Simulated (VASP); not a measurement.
A run of VASP 6.6.1:

INCAR

```
ALGO     = Normal         # electronic algorithm
EDIFF    = 1E-8           # SCF threshold, eV
ENCUT    = 520            # plane-wave cutoff, eV
GGA      = PE             # functional
ISIF     = 2              # what is computed and relaxed
ISMEAR   = -1             # smearing method
LASPH    = True           # aspherical terms in the spheres
LCHARG   = False          # write CHGCAR
LEFG     = True         
LREAL    = False          # projectors in reciprocal space
LWAVE    = False          # write WAVECAR
NBANDS   = 12             # bands
NELM     = 80             # most SCF steps
PREC     = Accurate       # precision mode
SIGMA    = 0.05           # smearing width, eV
```

KPOINTS

```
k-points
0
Gamma
  15 15 15
```

The input POSCAR:

```
Ti
1.0
    0.0000000000      2.0300000000      2.0300000000
    2.0300000000      0.0000000000      2.0300000000
    2.0300000000      2.0300000000      0.0000000000
Ti
1
Direct
    0.0000000000      0.0000000000      0.0000000000
```

Potentials or basis: VASP PAW PBE potentials, release 64 (Ti_sv).

Run with:

```sh
$ cat potpaw_PBE.64/Ti_sv/POTCAR > POTCAR
$ mpirun -np 1 vasp_std > vasp.out
```

Hardware: 1 thread of AMD EPYC 9R45 96-Core Processor (Zen 5) (shared host).

Task: Estimate the wall time of this run.

Result: Run time: 17 s on 1 thread of AMD EPYC 9R45 96-Core Processor (Zen 5), on a shared host, peak memory 0.12 GiB. Counts: scf iterations 16, k points 120.
